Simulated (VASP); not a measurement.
Crystal: CdSe.

```
Cd Se
1.0
     4.30000    0.00000    0.00000
    -2.15000    3.72391    0.00000
     0.00000    0.00000    7.02000
Cd Se
2 2
Cartesian
  2.1500 1.2413 3.5100
  0.0000 2.4826 0.0000
  2.1500 1.2413 6.2127
  0.0000 2.4826 2.7027
```

| Quantity | Value |
| --- | --- |
| Program | VASP 6.6.1 |
| Task | relaxation of cell and atoms |
| Functional | RPBE |
| Potentials or basis | VASP PAW PBE potentials, release 64 (Cd, Se) |
| Cutoff | 600 eV |
| k mesh | 7 × 7 × 4 |
| Occupations | fermi-dirac, width 0.05 eV |
| Spin | no spin polarisation |

At the start: pressure 5.3 GPa; volume 28.10 Å³/atom.

Question: How do energy, volume and symmetry change on relaxing?

Answer: Over 8 steps the energy falls by 50.3 meV/atom and the volume is 31.18 Å³/atom (+11.0 %); space group P6_3mc (No. 186, to 0.1 Å) before and after.

The path:
| step | energy change (eV) | largest force (eV/Å) | pressure (GPa) | volume (Å³) |
| --- | --- | --- | --- | --- |
| 1 | 0.0000 | 0.2969 | 5.26 | 112.41 |
| 2 | -0.1872 | 0.0434 | -0.96 | 128.09 |
| 3 | -0.1974 | 0.0768 | 0.00 | 124.78 |
| 4 | -0.1974 | 0.0739 | -0.08 | 125.04 |
| 5 | -0.1985 | 0.0568 | -0.07 | 124.98 |
| 6 | -0.2004 | 0.0031 | -0.01 | 124.82 |
| 7 | -0.2006 | 0.0202 | 0.00 | 124.76 |
| 8 | -0.2012 | 0.0026 | 0.01 | 124.72 |

Final structure:
```
Cd Se
1.0
     4.45104    0.00000    0.00000
    -2.22552    3.85472    0.00000
     0.00000    0.00000    7.26923
Cd Se
2 2
Cartesian
  2.2255 1.2849 3.6680
  0.0000 2.5698 0.0334
  2.2255 1.2849 6.3999
  0.0000 2.5698 2.7653
```

Caveat: the PAW data sets were made with another functional, which shifts forces and pressure a little.
